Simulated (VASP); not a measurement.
# I (Cmce) in VASP: a series of runs

Runs on I. Level: PBE. Tasks: single point.

All numbers are computed with VASP 6.6.1; they aren't measurements. Logs are shortened: lines on timing, memory, paths and dates and some standing lists are left out, and cuts for length are marked.

## Step 1: The cell of the first run

Symmetry: Cmce, No. 64, orthorhombic system. The conventional cell has a = 7.270 Å, b = 4.790 Å, c = 9.793 Å, α = 90.00°, β = 90.00°, γ = 90.00°. I (site symmetry m) has 3 I at 2.68 to 3.56 Å within 3.6 Å.

## Step 2: Single point, PBE

INCAR

```
SYSTEM = I
PREC = Accurate ; ENCUT = 520
EDIFF = 1E-6 ; ISMEAR = 0
SIGMA = 0.020999999999999998 ; LREAL = .False.
LASPH = .True. ; NELM = 60
ALGO = Normal ; ISIF = 2
LWAVE = .False. ; LCHARG = .False.
GGA = PE ; NBANDS = 22
```

KPOINTS

```
Automatic mesh
0
Gamma
  7 7 3
  0 0 0
```

POSCAR

```
I
1.0
    3.6350350000     -2.3950200000      0.0000000000
    3.6350350000      2.3950200000      0.0000000000
    0.0000000000      0.0000000000      9.7934400000
I
4
Direct
    0.6493000000      0.3507000000      0.3844000000
    0.1493000000      0.8507000000      0.1156000000
    0.3507000000      0.6493000000      0.6156000000
    0.8507000000      0.1493000000      0.8844000000
```

Potentials or basis: VASP PAW PBE potentials, release 64 (I).

Run with:

```sh
$ cat potpaw_PBE.64/I/POTCAR > POTCAR
$ mpirun -np 1 vasp_std > vasp.out
```

OUTCAR:

```text
SYSTEM = I
   PREC = Accurate
   ENCUT = 520
   EDIFF = 1E-6
   ISMEAR = 0
   LREAL = .False.
   LASPH = .True.
   NELM = 60
   ISIF = 2
   GGA = PE

 ion  position               nearest neighbor table
   1  0.649  0.351  0.384-   3 2.68   2 3.56   2 3.56
   2  0.149  0.851  0.116-   4 2.68   1 3.56   1 3.56
   3  0.351  0.649  0.616-   1 2.68   4 3.56   4 3.56
   4  0.851  0.149  0.884-   2 2.68   3 3.56   3 3.56

  LATTYP: Found a base centered orthorhombic cell.
 ALAT       =     4.7900400000
 B/A-ratio  =     1.5177472422
 C/A-ratio  =     2.0445424255

  Lattice vectors:

 A1 = (  -3.6350350000,  -2.3950200000,   0.0000000000)
 A2 = (   3.6350350000,  -2.3950200000,   0.0000000000)
 A3 = (   0.0000000000,   0.0000000000,   9.7934400000)

Analysis of symmetry for initial positions (statically):
=====================================================================
 Subroutine PRICEL returns:
 Original cell was already a primitive cell.

 Routine SETGRP: Setting up the symmetry group for a
 base centered orthorhombic supercell.

 Subroutine GETGRP returns: Found  8 space group operations
 (whereof  4 operations were pure point group operations)
 out of a pool of  8 trial point group operations.

The static configuration has the point symmetry C_2h.
 The point group associated with its full space group is D_2h.

Analysis of symmetry for dynamics (positions and initial velocities):
=====================================================================
 Subroutine PRICEL returns:
 Original cell was already a primitive cell.

 Routine SETGRP: Setting up the symmetry group for a
 base centered orthorhombic supercell.

 Subroutine GETGRP returns: Found  8 space group operations
 (whereof  4 operations were pure point group operations)
 out of a pool of  8 trial point group operations.

The dynamic configuration has the point symmetry C_2h.
 The point group associated with its full space group is D_2h.

 Subroutine INISYM returns: Found  8 space group operations
 (whereof  4 operations are pure point group operations),
 and found     1 'primitive' translations

----------------------------------------------------------------------------------------

                                     Primitive cell

  volume of cell :     170.5230

  direct lattice vectors                    reciprocal lattice vectors
     3.635035000 -2.395020000  0.000000000     0.137550257 -0.208766524  0.000000000
     3.635035000  2.395020000  0.000000000     0.137550257  0.208766524  0.000000000
     0.000000000  0.000000000  9.793440000     0.000000000  0.000000000  0.102109167

  length of vectors
     4.353113857  4.353113857  9.793440000     0.250007070  0.250007070  0.102109167

  position of ions in fractional coordinates (direct lattice)
     0.649300000  0.350700000  0.384400000
     0.149300000  0.850700000  0.115600000
     0.350700000  0.649300000  0.615600000
     0.850700000  0.149300000  0.884400000

  ion indices of the primitive-cell ions
   primitive index   ion index
                 1           1
                 2           2
                 3           3
                 4           4

----------------------------------------------------------------------------------------

 KPOINTS: Automatic mesh

Automatic generation of k-mesh.
 Grid dimensions read from file:
 generate k-points for:    7    7    3

 Generating k-lattice:

  Cartesian coordinates                     Fractional coordinates (reciprocal lattice)
     0.019650037 -0.029823789  0.000000000     0.142857143  0.000000000  0.000000000
     0.019650037  0.029823789  0.000000000     0.000000000  0.142857143  0.000000000
     0.000000000  0.000000000  0.034036389     0.000000000  0.000000000  0.333333333

  Length of vectors
     0.035715296  0.035715296  0.034036389

  Shift w.r.t. Gamma in fractional coordinates (k-lattice)
     0.000000000  0.000000000  0.000000000

 Subroutine IBZKPT returns following result:
 ===========================================

 Found     32 irreducible k-points:

 Following reciprocal coordinates:
            Coordinates               Weight
  0.000000  0.000000  0.000000      1.000000
  0.142857  0.000000  0.000000      4.000000
  0.285714  0.000000  0.000000      4.000000
  0.428571  0.000000  0.000000      4.000000
  0.142857  0.142857  0.000000      2.000000
  0.285714  0.142857  0.000000      4.000000
[... 16 lines left out ...]
  0.428571  0.142857  0.333333      8.000000
 -0.428571  0.142857  0.333333      8.000000
 [... further k-points ...]
   k-points           NKPTS =     32   k-points in BZ     NKDIM =     32   number of bands    NBANDS=     22
   number of dos      NEDOS =    301   number of ions     NIONS =      4
   total plane-waves  NPLWV =  81920
   dimension x,y,z NGX =    32 NGY =   32 NGZ =   80
   dimension x,y,z NGXF=    64 NGYF=   64 NGZF=  160
   ions per type =               4
   NGX,Y,Z   is equivalent  to a cutoff of  12.22, 12.22, 13.58 a.u.
   NGXF,Y,Z  is equivalent  to a cutoff of  24.44, 24.44, 27.16 a.u.
 SYSTEM =  I
   PREC   = accura    normal or accurate (medium, high low for compatibility)
   ISTART =      0    job   : 0-new  1-cont  2-samecut
   ICHARG =      2    charge: 1-file 2-atom 10-const
   ISPIN  =      1    spin polarized calculation?
   LNONCOLLINEAR =      F non collinear calculations
   LSORBIT =      F    spin-orbit coupling
   LASPH  =      T    aspherical Exc in radial PAW
   ENCUT  =  520.0 eV  38.22 Ry    6.18 a.u.   8.09  8.09 18.21*2*pi/ulx,y,z
   NELM   =     60;   NELMIN=  2; NELMDL= -5     # of ELM steps
   EDIFF  = 0.1E-05   stopping-criterion for ELM
   LREAL  =      F    real-space projection
   EDIFFG = 0.1E-04   stopping-criterion for IOM
   NSW    =      0    number of steps for IOM
   IBRION =     -1    ionic relax: 0-MD 1-quasi-New 2-CG
   NFREE  =      0    steps in history (QN), initial steepest desc. (CG)
   ISIF   =      2    stress and relaxation
   ISYM   =      2    0-nonsym 1-usesym 2-fastsym
   POTIM  = 0.5000    time-step for ionic-motion
   TEBEG  =    0.0;   TEEND  =   0.0 temperature during run
   PSTRESS=    0.0 pullay stress
   NELECT =      28.0000    total number of electrons
   NUPDOWN=      -1.0000    fix difference up-down
   EMIN   =  10.00;   EMAX   =-10.00  energy-range for DOS
   EFERMI =   0.00;   METHOD = LEGACY
   ISMEAR =     0;   SIGMA  =   0.02  broadening in eV -4-tet -1-fermi 0-gaus
   EFERMI_NEDOS =   21; number of points for ismear=-14 and -15
   IALGO  =     38    algorithm
   IMIX   =      4    mixing-type and parameters
     AMIX     =   0.40;   BMIX     =  1.00
     AMIX_MAG =   1.60;   BMIX_MAG =  1.00
  volume/ion in A,a.u.               =      42.63       287.69
  Fermi-wavevector in a.u.,A,eV,Ry     =   0.896465  1.694073 10.934307  0.803649
  Thomas-Fermi vector in A             =   2.018926
   LORBIT       =      0    0 simple, 1 ext, 2 COOP (PROOUT), +10 PAW based schemes
   GGA     = PE    functional components
   LHFCALC =     F    Hartree Fock is set to
   AEXX    =    0.0000 exact exchange contribution
   IVDW    =     0    specifies the selected vdW correction
   LEPSILON=     F    determine dielectric tensor
   LRPA    =     F    only Hartree local field effects (RPA)
 non-spin polarized calculation
 Gauss-broadening in eV      SIGMA  =   0.02
  energy-cutoff  :      520.00
  volume of cell :      170.52
 maximum number of plane-waves:      4633
   NGX = 17   NGY = 17   NGZ = 37

 number of electron      28.0000001 magnetization

 Free energy of the ion-electron system (eV)
  ---------------------------------------------------
  ext. energy  EPLUGINS =         0.00000000
  ---------------------------------------------------
  free energy    TOTEN  =        -5.88884543 eV

  energy without entropy =       -5.88884543  energy(sigma->0) =       -5.88884543

 E-fermi :   2.6327     XC(G=0):  -8.0158

 val. band max:        2.5076421883   @ k =   0.0000   0.0000   0.0000
 cond. band min:       3.8424041074   @ k =   0.4286   0.4286   0.0000
 fundamental gap:      1.3347619192
 Fermi energy:         2.6326931982

 k-point     1 :       0.0000    0.0000    0.0000
  band No.  band energies     occupation
      1     -11.0663      2.00000
      2     -10.6081      2.00000
      3      -8.9991      2.00000
      4      -8.0485      2.00000
      5      -2.0205      2.00000
      6      -0.6660      2.00000
[... 14 lines left out ...]
     21       9.8915      0.00000
     22      10.0043      0.00000

 k-point     2 :       0.1429    0.0000    0.0000
  band No.  band energies     occupation
      1     -11.0040      2.00000
      2     -10.5830      2.00000
      3      -8.9505      2.00000
      4      -8.0989      2.00000
      5      -2.0089      2.00000
      6      -0.8221      2.00000
[... 14 lines left out ...]
     21       9.5605      0.00000
     22       9.9144      0.00000

 k-point     3 :       0.2857    0.0000    0.0000
  band No.  band energies     occupation
      1     -10.8432      2.00000
      2     -10.5376      2.00000
      3      -8.8203      2.00000
      4      -8.2408      2.00000
      5      -2.0194      2.00000
      6      -1.2959      2.00000
[... 14 lines left out ...]
     21       9.9292      0.00000
     22      10.6231      0.00000
[... 476 lines left out ...]
 k-point    23 :       0.4286    0.1429    0.3333
  band No.  band energies     occupation
      1     -10.6903      2.00000
      2     -10.5620      2.00000
      3      -8.6074      2.00000
      4      -8.3689      2.00000
      5      -1.8137      2.00000
      6      -1.4822      2.00000
[... 14 lines left out ...]
     21       9.8656      0.00000
     22      10.2390      0.00000

 k-point    24 :      -0.4286    0.1429    0.3333
  band No.  band energies     occupation
      1     -10.5903      2.00000
      2     -10.5607      2.00000
      3      -8.5532      2.00000
      4      -8.5021      2.00000
      5      -1.7687      2.00000
      6      -1.6910      2.00000
[... 14 lines left out ...]
     21      10.5589      0.00000
     22      10.9960      0.00000

 [... further k-points ...]

------------------------ aborting loop because EDIFF is reached ----------------------------------------

  FORCE on cell =-STRESS in cart. coord.  units (eV):
  Direction    XX          YY          ZZ          XY          YZ          ZX
  --------------------------------------------------------------------------------------
  -------------------------------------------------------------------------------------
  Total        1.3240308      1.3901783      2.8550187      0.0000000      0.0000000      0.0000000
  in kB       12.4401517     13.0616511     26.8248030      0.0000000      0.0000000      0.0000000
  external PRESSURE =      17.4422019 kB  Pullay stress =       0.0000000 kB

 VOLUME and BASIS-vectors are now :
 -----------------------------------------------------------------------------
  energy-cutoff  :      520.00
  volume of cell :      170.52
      direct lattice vectors                 reciprocal lattice vectors
     3.635035000 -2.395020000  0.000000000     0.137550257 -0.208766524  0.000000000
     3.635035000  2.395020000  0.000000000     0.137550257  0.208766524  0.000000000
     0.000000000  0.000000000  9.793440000     0.000000000  0.000000000  0.102109167

 POSITION                                       TOTAL-FORCE (eV/Angst)
 -----------------------------------------------------------------------------------
      3.63503     -0.71515      3.76460         0.000000     -0.394271     -0.746620
      3.63503      1.67987      1.13212         0.000000     -0.394271      0.746620
      3.63503      0.71515      6.02884         0.000000      0.394271      0.746620
      3.63503     -1.67987      8.66132         0.000000      0.394271     -0.746620
 -----------------------------------------------------------------------------------
    total drift:                               -0.000000     -0.000000      0.000000

  FREE ENERGIE OF THE ION-ELECTRON SYSTEM (eV)
  ---------------------------------------------------
  free  energy   TOTEN  =        -5.8888454316 eV

  energy  without entropy=       -5.8888454316  energy(sigma->0) =       -5.88884543
```

It took 49 s on 1 thread of AMD EPYC 9R45 (Zen 5), shared host; peak memory 0.27 GiB.

What came out:

```
Free energy            : -5.8888 eV
Pressure               : 1.7 GPa
Largest force          : 0.844 eV/Å
Band gap on the k mesh : 1.33 eV (least direct gap 1.41 eV)
```

Forces in eV/Å, atoms in the order of the input:
```
I    0.000 -0.394 -0.747
I    0.000 -0.394  0.747
I    0.000  0.394  0.747
I    0.000  0.394 -0.747
```

Stress tensor (GPa, compression positive):
```
1.24 0.00 0.00
0.00 1.31 0.00
0.00 0.00 2.68
```

Levels at points of the mesh, in eV from the valence-band top:
```tsv
k point	band 12	band 13	band 14	band 15	band 16	band 17
(0.00, 0.00, 0.00)	-0.53	-0.07	0.00	1.41	2.25	5.29
```

Caveat: this functional lacks dispersion, which holds the molecules together, so the pressure and a relaxed volume are unreliable; spin-orbit coupling is left out, which moves the levels of the heavy elements. PBE gaps usually lie below the measured ones, often by a third to a half.

## Step 3: Single point, PBE

INCAR

```
PREC     = Accurate       # precision mode
ENCUT    = 520            # plane-wave cutoff, eV
EDIFF    = 1E-6           # SCF threshold, eV
ISMEAR   = 0              # smearing method
SIGMA    = 0.023          # smearing width, eV
LREAL    = False          # projectors in reciprocal space
LASPH    = True           # aspherical terms in the spheres
NELM     = 80             # most SCF steps
ALGO     = Normal         # electronic algorithm
ISIF     = 2              # what is computed and relaxed
LWAVE    = False          # write WAVECAR
LCHARG   = False          # write CHGCAR
GGA      = PE             # functional
NBANDS   = 22             # bands
```

KPOINTS

```
regular mesh
0
Gamma
  7 7 3
```

POSCAR is that of step 2.

Potentials or basis: VASP PAW PBE potentials, release 64 (I).

Run with:

```sh
$ cat potpaw_PBE.64/I/POTCAR > POTCAR
$ mpirun -np 1 vasp_std > vasp.out
```

Wall time 51 s (1 thread of AMD EPYC 9R45 (Zen 5), shared host); peak memory 0.27 GiB.

The run converged. Its results:

```
Free energy            : -5.8888 eV
Pressure               : 1.7 GPa
Largest force          : 0.844 eV/Å
Band gap on the k mesh : 1.33 eV (least direct gap 1.41 eV)
```

Forces in eV/Å, atoms in the order of the input:
```
I    0.000 -0.394 -0.747
I    0.000 -0.394  0.747
I    0.000  0.394  0.747
I    0.000  0.394 -0.747
```

Stress tensor (GPa, compression positive):
```
1.24 0.00 0.00
0.00 1.31 0.00
0.00 0.00 2.68
```

Levels at points of the mesh, in eV from the valence-band top:
| k point | band 12 | band 13 | band 14 | band 15 | band 16 | band 17 |
| --- | --- | --- | --- | --- | --- | --- |
| (0.00, 0.00, 0.00) | -0.53 | -0.07 | 0.00 | 1.41 | 2.25 | 5.29 |

Caveat: this functional lacks dispersion, which holds the molecules together, so the pressure and a relaxed volume are unreliable; spin-orbit coupling is left out, which moves the levels of the heavy elements. A k mesh can miss the band edges.

## Step 4: Single point, PBE

INCAR

```
SYSTEM = I
PREC = Accurate
ENCUT = 520
EDIFF = 1E-7
ISMEAR = 0
SIGMA = 0.024
LREAL = .False.
LASPH = .True.
NELM = 100
ALGO = Normal
ISIF = 2
LWAVE = .False.
LCHARG = .False.
GGA = PE
NBANDS = 22
```

KPOINTS

```
regular mesh
0
Gamma
  7 7 3
  0 0 0
```

POSCAR is that of step 3.

Run with:

```sh
$ cat potpaw_PBE.64/I/POTCAR > POTCAR
$ mpirun -np 1 vasp_std > vasp.out
```

Run time: 60 s. Hardware: 1 thread of AMD EPYC 9R45 (Zen 5), shared host; peak memory 0.27 GiB.

The run converged. Its results:

```yaml
Free_energy: -5.8888 eV
Pressure: 1.7 GPa
Largest_force: 0.844 eV/Å
Band_gap_on_the_k_mesh: 1.33 eV (least direct gap 1.41 eV)
```

Forces on the atoms (eV/Å):
```
I    0.000 -0.394 -0.746
I    0.000 -0.394  0.746
I    0.000  0.394  0.746
I    0.000  0.394 -0.746
```

Stress tensor (GPa, compression positive):
```
1.25 0.00 0.00
0.00 1.31 0.00
0.00 0.00 2.68
```

Levels at points of the mesh, in eV from the valence-band top:
```
           k point  band 10  band 11  band 12  band 13  band 14  band 15  band 16  band 17  band 18  band 19
(0.00, 0.00, 0.00)    -1.14    -1.11    -0.53    -0.07     0.00     1.41     2.25     5.29     5.31     5.46
```

Caveat: this functional lacks dispersion, which holds the molecules together, so the pressure and a relaxed volume are unreliable; spin-orbit coupling is left out, which moves the levels of the heavy elements.

## Step 5: The runs side by side

```tsv
smearing	gap on the mesh (eV)	pressure (GPa)	largest force (eV/Å)
gaussian 0.021 eV	1.33	1.7	0.84
gaussian 0.023 eV	1.33	1.7	0.84
gaussian 0.024 eV	1.33	1.7	0.84
```

Alike in all rows: task single point; level PBE; potentials or basis VASP PAW PBE potentials, release 64 (I); no spin polarisation; cell as given; k mesh 7 × 7 × 3; cutoff (eV) 520.

Caveats: this functional lacks dispersion, which holds the molecules together, so the pressure and a relaxed volume are unreliable; spin-orbit coupling is left out, which moves the levels of the heavy elements.

Absolute energies hang on the potentials; compare differences alone.
